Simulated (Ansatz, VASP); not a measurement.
**One calculation of Sc2SnS, two programs**

```
Sc Sn S
1.0
     3.54470    0.00000    0.00000
    -1.77235    3.06980    0.00000
     0.00000    0.00000    7.74919
Sc Sn S
2 1 1
Direct
  0.33333 0.66667 0.19392
  0.66667 0.33333 0.80608
  0.00000 0.00000 0.50000
  0.00000 0.00000 0.00000
```

Change from the starting cell: relaxed end of: species swapped into the Bi2PdPt type (P-3m1, No. 164).

Alike in both runs: functional PBE; k mesh 18 × 18 × 6; occupations gaussian, width 0.1 eV; no spin polarisation.

Ansatz relaxed the structure, and its values are those at the end. VASP's run is a single point on that final structure, the one shown.

```csv
,VASP,Ansatz
version,VASP 6.6.1,Ansatz 0.2.0
potentials or method,"VASP PAW PBE potentials, release 64 (Sc_sv, Sn_d, S), cutoff 520 eV","scalar-relativistic, plane waves, PAW"
valence electrons in the cell,42,42
```

|  | VASP | Ansatz | Ansatz less VASP |
| --- | --- | --- | --- |
| gap on the k mesh at the Fermi level (eV) | none | none | - |
| pressure (GPa) | 0.1 | 0.0 | -0.15 |
| rms of the force components (eV/Å) | 0.013 | 0.001 | -0.0117 |

A gap of «none» marks a metal or a gap that the smearing closes.
